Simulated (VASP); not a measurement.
# Ir (Fm-3m) in VASP: notebook

Runs on Ir. Level: PBEsol. Tasks: relaxation of cell and atoms, single point.

Everything below comes from runs of VASP 6.6.1. Logs are shortened: lines on timing, memory, paths and dates and some standing lists are left out, and cuts for length are marked.

## 1. The cell of the first run

The structure is cubic, space group Fm-3m (No. 225). Conventional cell: a = 3.839 Å, b = 3.839 Å, c = 3.839 Å, α = 90.00°, β = 90.00°, γ = 90.00°. Within 3.6 Å of Ir (site symmetry m-3m) lie 12 Ir at 2.71 Å.

## 2. Relaxation of cell and atoms, PBEsol

INCAR

```
PREC = Accurate
ENCUT = 600
EDIFF = 1E-7
ISMEAR = -1
SIGMA = 0.08
LREAL = F
LASPH = T
NELM = 100
ALGO = Normal
ISIF = 3
LWAVE = F
LCHARG = F
GGA = PS
IBRION = 2
NSW = 60
EDIFFG = -0.005
```

KPOINTS

```
Automatic mesh
0
Gamma
  19 19 19
```

POSCAR

```
Ir
1.0
    0.0000000000      1.9197388244      1.9197388244
    1.9197388244      0.0000000000      1.9197388244
    1.9197388244      1.9197388244      0.0000000000
Ir
1
Direct
    0.0000000000      0.0000000000      0.0000000000
```

Potentials or basis: VASP PAW PBE potentials, release 64 (Ir).

Command:

```sh
cat potpaw_PBE.64/Ir/POTCAR > POTCAR
mpirun -np 1 vasp_std > vasp.out
```

OUTCAR:

```text
PREC = Accurate
   ENCUT = 600
   EDIFF = 1E-7
   ISMEAR = -1
   LREAL = F
   LASPH = T
   NELM = 100
   ISIF = 3
   GGA = PS
   IBRION = 2
   NSW = 60
   EDIFFG = -0.005

 ion  position               nearest neighbor table
   1  0.000  0.000  0.000-

  LATTYP: Found a face centered cubic cell.
 ALAT       =     3.8394776488

  Lattice vectors:

 A1 = (   0.0000000000,   1.9197388244,   1.9197388244)
 A2 = (   1.9197388244,   0.0000000000,   1.9197388244)
 A3 = (   1.9197388244,   1.9197388244,   0.0000000000)

Analysis of symmetry for initial positions (statically):
=====================================================================
 Subroutine PRICEL returns:
 Original cell was already a primitive cell.

 Routine SETGRP: Setting up the symmetry group for a
 face centered cubic supercell.

 Subroutine GETGRP returns: Found 48 space group operations
 (whereof 48 operations were pure point group operations)
 out of a pool of 48 trial point group operations.

The static configuration has the point symmetry O_h .

Analysis of symmetry for dynamics (positions and initial velocities):
=====================================================================
 Subroutine PRICEL returns:
 Original cell was already a primitive cell.

 Routine SETGRP: Setting up the symmetry group for a
 face centered cubic supercell.

 Subroutine GETGRP returns: Found 48 space group operations
 (whereof 48 operations were pure point group operations)
 out of a pool of 48 trial point group operations.

The dynamic configuration has the point symmetry O_h .

 Subroutine INISYM returns: Found 48 space group operations
 (whereof 48 operations are pure point group operations),
 and found     1 'primitive' translations

----------------------------------------------------------------------------------------

                                     Primitive cell

  volume of cell :      14.1500

  direct lattice vectors                    reciprocal lattice vectors
     0.000000000  1.919738824  1.919738824    -0.260452096  0.260452096  0.260452096
     1.919738824  0.000000000  1.919738824     0.260452096 -0.260452096  0.260452096
     1.919738824  1.919738824  0.000000000     0.260452096  0.260452096 -0.260452096

  length of vectors
     2.714920682  2.714920682  2.714920682     0.451116263  0.451116263  0.451116263

  position of ions in fractional coordinates (direct lattice)
     0.000000000  0.000000000  0.000000000

  ion indices of the primitive-cell ions
   primitive index   ion index
                 1           1

----------------------------------------------------------------------------------------

 KPOINTS: Automatic mesh

Automatic generation of k-mesh.
 Grid dimensions read from file:
 generate k-points for:   19   19   19

 Generating k-lattice:

  Cartesian coordinates                     Fractional coordinates (reciprocal lattice)
    -0.013708005  0.013708005  0.013708005     0.052631579  0.000000000  0.000000000
     0.013708005 -0.013708005  0.013708005     0.000000000  0.052631579  0.000000000
     0.013708005  0.013708005 -0.013708005     0.000000000  0.000000000  0.052631579

  Length of vectors
     0.023742961  0.023742961  0.023742961

  Shift w.r.t. Gamma in fractional coordinates (k-lattice)
     0.000000000  0.000000000  0.000000000

 Subroutine IBZKPT returns following result:
 ===========================================

 Found    220 irreducible k-points:

 Following reciprocal coordinates:
            Coordinates               Weight
  0.000000  0.000000  0.000000      1.000000
  0.052632  0.000000  0.000000      8.000000
  0.105263  0.000000  0.000000      8.000000
  0.157895  0.000000  0.000000      8.000000
  0.210526  0.000000  0.000000      8.000000
  0.263158  0.000000  0.000000      8.000000
[... 16 lines left out ...]
 -0.315789  0.052632  0.000000     24.000000
 -0.263158  0.052632  0.000000     24.000000
 [... further k-points ...]
   k-points           NKPTS =    220   k-points in BZ     NKDIM =    220   number of bands    NBANDS=      8
   number of dos      NEDOS =    301   number of ions     NIONS =      1
   total plane-waves  NPLWV =  13824
   dimension x,y,z NGX =    24 NGY =   24 NGZ =   24
   dimension x,y,z NGXF=    48 NGYF=   48 NGZF=   48
   ions per type =               1
   NGX,Y,Z   is equivalent  to a cutoff of  14.70, 14.70, 14.70 a.u.
   NGXF,Y,Z  is equivalent  to a cutoff of  29.39, 29.39, 29.39 a.u.
 SYSTEM =  unknown system
   PREC   = accura    normal or accurate (medium, high low for compatibility)
   ISTART =      0    job   : 0-new  1-cont  2-samecut
   ICHARG =      2    charge: 1-file 2-atom 10-const
   ISPIN  =      1    spin polarized calculation?
   LNONCOLLINEAR =      F non collinear calculations
   LSORBIT =      F    spin-orbit coupling
   LASPH  =      T    aspherical Exc in radial PAW
   ENCUT  =  600.0 eV  44.10 Ry    6.64 a.u.   5.42  5.42  5.42*2*pi/ulx,y,z
   NELM   =    100;   NELMIN=  2; NELMDL= -5     # of ELM steps
   EDIFF  = 0.1E-06   stopping-criterion for ELM
   LREAL  =      F    real-space projection
   EDIFFG = -.5E-02   stopping-criterion for IOM
   NSW    =     60    number of steps for IOM
   IBRION =      2    ionic relax: 0-MD 1-quasi-New 2-CG
   NFREE  =      1    steps in history (QN), initial steepest desc. (CG)
   ISIF   =      3    stress and relaxation
   ISYM   =      2    0-nonsym 1-usesym 2-fastsym
   POTIM  = 0.5000    time-step for ionic-motion
   TEBEG  =    0.0;   TEEND  =   0.0 temperature during run
   PSTRESS=    0.0 pullay stress
   NELECT =       9.0000    total number of electrons
   NUPDOWN=      -1.0000    fix difference up-down
   EMIN   =  10.00;   EMAX   =-10.00  energy-range for DOS
   EFERMI =   0.00;   METHOD = LEGACY
   ISMEAR =    -1;   SIGMA  =   0.08  broadening in eV -4-tet -1-fermi 0-gaus
   EFERMI_NEDOS =   21; number of points for ismear=-14 and -15
   IALGO  =     38    algorithm
   IMIX   =      4    mixing-type and parameters
     AMIX     =   0.40;   BMIX     =  1.00
     AMIX_MAG =   1.60;   BMIX_MAG =  1.00
  volume/ion in A,a.u.               =      14.15        95.49
  Fermi-wavevector in a.u.,A,eV,Ry     =   1.407895  2.660535 26.969028  1.982168
  Thomas-Fermi vector in A             =   2.530108
   LORBIT       =      0    0 simple, 1 ext, 2 COOP (PROOUT), +10 PAW based schemes
   GGA     = PS    functional components
   LHFCALC =     F    Hartree Fock is set to
   AEXX    =    0.0000 exact exchange contribution
   IVDW    =     0    specifies the selected vdW correction
   LEPSILON=     F    determine dielectric tensor
   LRPA    =     F    only Hartree local field effects (RPA)
 conjugate gradient relaxation of ions
 non-spin polarized calculation
  energy-cutoff  :      600.00
  volume of cell :       14.15
 maximum number of plane-waves:       495
 NGX is ok and might be reduce to    24
   NGX = 11   NGY = 11   NGZ = 11

--------------------------------------- Ionic step        1  -------------------------------------------

 number of electron       9.0000000 magnetization

 Free energy of the ion-electron system (eV)
  ---------------------------------------------------
  ext. energy  EPLUGINS =         0.00000000
  ---------------------------------------------------
  free energy    TOTEN  =        -9.82440919 eV

  energy without entropy =       -9.80093236  energy(sigma->0) =       -9.81267078

------------------------ aborting loop because EDIFF is reached ----------------------------------------

  FORCE on cell =-STRESS in cart. coord.  units (eV):
  Direction    XX          YY          ZZ          XY          YZ          ZX
  --------------------------------------------------------------------------------------
  -------------------------------------------------------------------------------------
  Total       -0.1230130     -0.1230130     -0.1230130     -0.0000000      0.0000000      0.0000000
  in kB      -13.9285287    -13.9285287    -13.9285287     -0.0000000      0.0000000      0.0000000
  external PRESSURE =     -13.9285287 kB  Pullay stress =       0.0000000 kB
[... 55 lines left out ...]
  energy  without entropy=       -9.7982072738  energy(sigma->0) =       -9.80967427

--------------------------------------- Ionic step        3  -------------------------------------------

 number of electron       9.0000000 magnetization

 Free energy of the ion-electron system (eV)
  ---------------------------------------------------
  ext. energy  EPLUGINS =         0.00000000
  ---------------------------------------------------
  free energy    TOTEN  =        -9.82463581 eV

  energy without entropy =       -9.80127015  energy(sigma->0) =       -9.81295298

 E-fermi :  10.2871     XC(G=0): -14.1214

 val. band max:       10.2850453817   @ k =  -0.1579   0.1579   0.0526
 cond. band min:      10.2908552885   @ k =   0.4737   0.3684   0.0000
 fundamental gap:      0.0058099068
 Fermi energy:        10.2870774764

 k-point     1 :       0.0000    0.0000    0.0000
  band No.  band energies     occupation
      1      -0.9222      2.00000
      2       6.3835      2.00000
      3       6.3835      2.00000
      4       6.3835      2.00000
      5       9.1142      2.00000
      6       9.1142      2.00000
      7      24.6174      0.00000
      8      30.2116      0.00000
[... 243 lines left out ...]
 k-point    24 :      -0.2632    0.0526    0.0000
  band No.  band energies     occupation
      1       1.7347      2.00000
      2       5.9177      2.00000
      3       6.7502      2.00000
      4       6.8454      2.00000
      5       9.1665      2.00000
      6      10.0309      1.92187
      7      23.2897      0.00000
      8      26.8888      0.00000

 [... further k-points ...]

------------------------ aborting loop because EDIFF is reached ----------------------------------------

  FORCE on cell =-STRESS in cart. coord.  units (eV):
  Direction    XX          YY          ZZ          XY          YZ          ZX
  --------------------------------------------------------------------------------------
  -------------------------------------------------------------------------------------
  Total        0.0001251      0.0001251      0.0001251      0.0000000     -0.0000000      0.0000000
  in kB        0.0142172      0.0142172      0.0142172      0.0000000     -0.0000000      0.0000000
  external PRESSURE =       0.0142172 kB  Pullay stress =       0.0000000 kB
[... 16 lines left out ...]
  FREE ENERGIE OF THE ION-ELECTRON SYSTEM (eV)
  ---------------------------------------------------
  free  energy   TOTEN  =        -9.8246358057 eV

  energy  without entropy=       -9.8012701537  energy(sigma->0) =       -9.81295298

 reached required accuracy - stopping structural energy minimisation
```

Wall time 64 s (1 thread of AMD EPYC 9R45 (Zen 5), shared host); peak memory 0.14 GiB.

What came out:

* Free energy: -9.8246 eV
* Relaxed volume: 14.10 Å³/atom
* Relaxed cell: a = 2.712 Å, b = 2.712 Å, c = 2.712 Å, α = 60.00°, β = 60.00°, γ = 60.00°
* Space group after relaxing (to 0.05 Å): Fm-3m (No. 225)
* Energy gained by relaxing: 0.2 meV/atom
* Ionic steps: 3
* Pressure after relaxing: 0.0 GPa

Step by step:
```tsv
step	energy change (eV)	largest force (eV/Å)	pressure (GPa)	volume (Å³)
1	0.0000	0.0000	-1.39	14.15
2	0.0033	0.0000	5.72	13.90
3	-0.0002	0.0000	0.00	14.10
```

Final structure:
```
CELL_PARAMETERS angstrom
0.00000 1.91742 1.91742
1.91742 0.00000 1.91742
1.91742 1.91742 0.00000
ATOMIC_POSITIONS crystal
Ir 0.00000 0.00000 0.00000
```

Caveat: the PAW data sets were made with another functional, which shifts forces and pressure a little; spin-orbit coupling is left out, which moves the levels of the heavy elements.

## 3. Single point, PBEsol (volume scaled by 0.88)

INCAR

```
  ALGO = Normal
  EDIFF = 1E-6
  ENCUT = 500
  GGA = PS
  GGA_COMPAT = False
  ISIF = 2
  ISMEAR = -1
  LASPH = True
  LCHARG = False
  LREAL = False
  LWAVE = False
  NBANDS = 10
  NELM = 120
  PREC = Accurate
  SIGMA = 0.08
```

KPOINTS

```
k-points
0
Gamma
  19 19 19
```

POSCAR

```
Ir
1.0
    0.0000000000      1.8357452023      1.8357452023
    1.8357452023      0.0000000000      1.8357452023
    1.8357452023      1.8357452023      0.0000000000
Ir
1
Direct
    0.0000000000      0.0000000000      0.0000000000
```

Potentials or basis: VASP PAW PBE potentials, release 64 (Ir).

Command:

```sh
cat potpaw_PBE.64/Ir/POTCAR > POTCAR
mpirun -np 1 vasp_std > vasp.out
```

OUTCAR:

```text
EDIFF = 1E-6
   ENCUT = 500
   GGA = PS
   ISIF = 2
   ISMEAR = -1
   LASPH = True
   LREAL = False
   NELM = 120
   PREC = Accurate

 ion  position               nearest neighbor table
   1  0.000  0.000  0.000-

  LATTYP: Found a face centered cubic cell.
 ALAT       =     3.6714904046

  Lattice vectors:

 A1 = (   0.0000000000,   1.8357452023,   1.8357452023)
 A2 = (   1.8357452023,   0.0000000000,   1.8357452023)
 A3 = (   1.8357452023,   1.8357452023,   0.0000000000)

[... 487 lines left out ...]
      9      36.7631      0.00000
     10      37.3620      0.00000

 [... further k-points ...]

------------------------ aborting loop because EDIFF is reached ----------------------------------------

  FORCE on cell =-STRESS in cart. coord.  units (eV):
  Direction    XX          YY          ZZ          XY          YZ          ZX
  --------------------------------------------------------------------------------------
  -------------------------------------------------------------------------------------
  Total        5.4292987      5.4292987      5.4292987      0.0000000      0.0000000     -0.0000000
  in kB      703.0514582    703.0514582    703.0514582      0.0000000      0.0000000     -0.0000000
  external PRESSURE =     703.0514582 kB  Pullay stress =       0.0000000 kB

 VOLUME and BASIS-vectors are now :
 -----------------------------------------------------------------------------
  energy-cutoff  :      500.00
  volume of cell :       12.37
      direct lattice vectors                 reciprocal lattice vectors
     0.000000000  1.835745202  1.835745202    -0.272368954  0.272368954  0.272368954
     1.835745202  0.000000000  1.835745202     0.272368954 -0.272368954  0.272368954
     1.835745202  1.835745202  0.000000000     0.272368954  0.272368954 -0.272368954

 POSITION                                       TOTAL-FORCE (eV/Angst)
 -----------------------------------------------------------------------------------
      0.00000      0.00000      0.00000         0.000000      0.000000     -0.000000
 -----------------------------------------------------------------------------------
    total drift:                                0.000000      0.000000     -0.000000

  FREE ENERGIE OF THE ION-ELECTRON SYSTEM (eV)
  ---------------------------------------------------
  free  energy   TOTEN  =        -9.4918108308 eV

  energy  without entropy=       -9.4721827169  energy(sigma->0) =       -9.48199677
```

stdout:

```text
POSCAR found type information on POSCAR Ir
 POSCAR found :  1 types and       1 ions
 scaLAPACK will be used
 -----------------------------------------------------------------------------
|                                                                             |
|                                                                             |
|     You enforced a specific xc type in the INCAR file but a different       |
|     I HOPE YOU KNOW WHAT YOU ARE DOING!                                     |
|                                                                             |
 -----------------------------------------------------------------------------

 LDA part: xc-table for (Slater+PW92), standard interpolation
 POSCAR, INCAR and KPOINTS ok, starting setup
 FFT: planning ... GRIDC
 FFT: planning ... GRID_SOFT
 FFT: planning ... GRID
 WAVECAR not read
 entering main loop
```

Run time: 40 s. Hardware: 1 thread of Intel Xeon 8259CL, shared host; peak memory 0.15 GiB.

What came out:

| Quantity | Value |
| --- | --- |
| Free energy | -9.4918 eV |
| Pressure | 70.3 GPa |

Caveat: the cell differs from its parent crystal (volume scaled by 0.88); the PAW data sets were made with another functional, which shifts forces and pressure a little; spin-orbit coupling is left out, which moves the levels of the heavy elements.
